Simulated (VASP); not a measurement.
A run of VASP 6.6.1 is set up as follows.

File INCAR:

```
PREC = Accurate
ENCUT = 520
EDIFF = 1E-8
ISMEAR = -1
SIGMA = 0.05
LREAL = False
LASPH = True
NELM = 60
ALGO = Normal
ISIF = 2
LWAVE = False
LCHARG = False
GGA = CA
LEFG = True
NBANDS = 21
```

The input KPOINTS:

```
Automatic mesh
0
Gamma
  15 15 15
```

Contents of POSCAR:

```
Sn
1.0
   -2.8563261551      2.8563261551      1.5581786438
    2.8563261551     -2.8563261551      1.5581786438
    2.8563261551      2.8563261551     -1.5581786438
Sn
2
Direct
    0.0000000000      0.0000000000      0.0000000000
    0.7500000000      0.2500000000      0.5000000000
```

Potentials or basis: VASP PAW LDA potentials, release 64 (Sn_d).

Launch:

```bash
$ cat potpaw_LDA.64/Sn_d/POTCAR > POTCAR
$ mpirun -np 1 vasp_std > vasp.out
```

Problem. What does it give for the band gap on the k mesh?

Solution. Zero (bands 14 and 15 overlap by 4.60 eV).

Problem. What does it give for the pressure?

Solution. 1.9 GPa.

Electric field gradients, principal values (V/Å²):
| atom | least | middle | greatest (by size) |
| --- | --- | --- | --- |
| 1 Sn | -23.848 | -23.851 | 47.699 |
| 2 Sn | -23.848 | -23.851 | 47.699 |

Caveat: without QUAD_EFG the Cq values of the log hold for a quadrupole moment of 1 mb, not for the nuclei; spin-orbit coupling is left out, which moves the levels of the heavy elements.
